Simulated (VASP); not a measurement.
Here is a VASP 6.6.1 calculation.

Contents of INCAR:

```
SYSTEM = AlN
  ALGO = Normal
  EDIFF = 1E-6
  ENCUT = 600
  GGA = LIBXC
  GGA_COMPAT = .FALSE.
  ISIF = 2
  ISMEAR = -1
  LASPH = .TRUE.
  LCHARG = .TRUE.
  LELF = .TRUE.
  LIBXC1 = GGA_X_B88
  LIBXC2 = GGA_C_PBE
  LREAL = .FALSE.
  LVHAR = .TRUE.
  LWAVE = .FALSE.
  NBANDS = 11
  NELM = 120
  PREC = Accurate
  SIGMA = 0.05
```

The input KPOINTS:

```
k-points
0
G
  10 10 10
  0 0 0
```

Contents of POSCAR:

```
AlN
1.0
    0.0000000000      2.2127336128      2.2127336128
    2.2127336128      0.0000000000      2.2127336128
    2.2127336128      2.2127336128      0.0000000000
Al N
1 1
Direct
    0.0000000000      0.0000000000      0.0000000000
    0.2500000000      0.2500000000      0.2500000000
```

Potentials or basis: VASP PAW PBE potentials, release 64 (Al, N).

Command:

```bash
$ cat potpaw_PBE.64/Al/POTCAR potpaw_PBE.64/N/POTCAR > POTCAR
$ mpirun -np 1 vasp_std > vasp.out
```

**Question.** Estimate the pressure.

**Answer.** -3.2 GPa.

**Question.** Estimate the band gap on the k mesh.

**Answer.** 3.32 eV (least direct gap 3.87 eV).

Caveat: the cell stands under tension; the PAW data sets were made with another functional, which shifts forces and pressure a little. A k mesh can miss the band edges.
